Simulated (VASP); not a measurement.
Here is a VASP 6.6.1 calculation.

The input POSCAR:

```
InP
1.0
    0.0000000000      2.5600275519      3.8400413279
    2.5600275519      0.0000000000      3.8400413279
    2.5600275519      2.5600275519      0.0000000000
In P
1 1
Direct
    0.0000000000      0.0000000000      0.0000000000
    0.7500000000      0.7500000000      0.7500000000
```

Contents of INCAR.step1:

```
PREC = Accurate
ENCUT = 520
ISMEAR = 0
SIGMA = 0.05
LREAL = F
LASPH = T
NELM = 60
NBANDS = 16
GGA = PE
ALGO = Normal
EDIFF = 1E-4
LWAVE = T
LCHARG = F
```

File INCAR.step2:

```
PREC = Accurate
ENCUT = 520
EDIFF = 1E-6
ISMEAR = 0
SIGMA = 0.05
LREAL = F
LASPH = T
NELM = 60
ALGO = Normal
ISIF = 2
LWAVE = F
LCHARG = F
METAGGA = R2SCAN
LMIXTAU = T
NBANDS = 16
ISTART = 1
```

Contents of KPOINTS:

```
regular mesh
0
Gamma
  10 10 10
```

Potentials or basis: VASP PAW PBE potentials, release 64 (In_d, P).

Run with:

```bash
$ cat potpaw_PBE.64/In_d/POTCAR potpaw_PBE.64/P/POTCAR > POTCAR
$ cp INCAR.step1 INCAR
$ mpirun -np 1 vasp_std > vasp.out
$ cp INCAR.step2 INCAR
$ mpirun -np 1 vasp_std > vasp.out
```

Estimate the band gap on the k mesh.

zero (bands 9 and 10 overlap by 0.38 eV).

Estimate the pressure.

-0.5 GPa.

Stress tensor (GPa, compression positive):
```
  7.00   0.00   0.00
  0.00   7.00   0.00
  0.00   0.00 -15.63
```

Caveat: semilocal functionals underestimate gaps, so a narrow gap can read as zero; the PAW data sets were made with another functional, which shifts forces and pressure a little; spin-orbit coupling is left out, which moves the levels of the heavy elements.
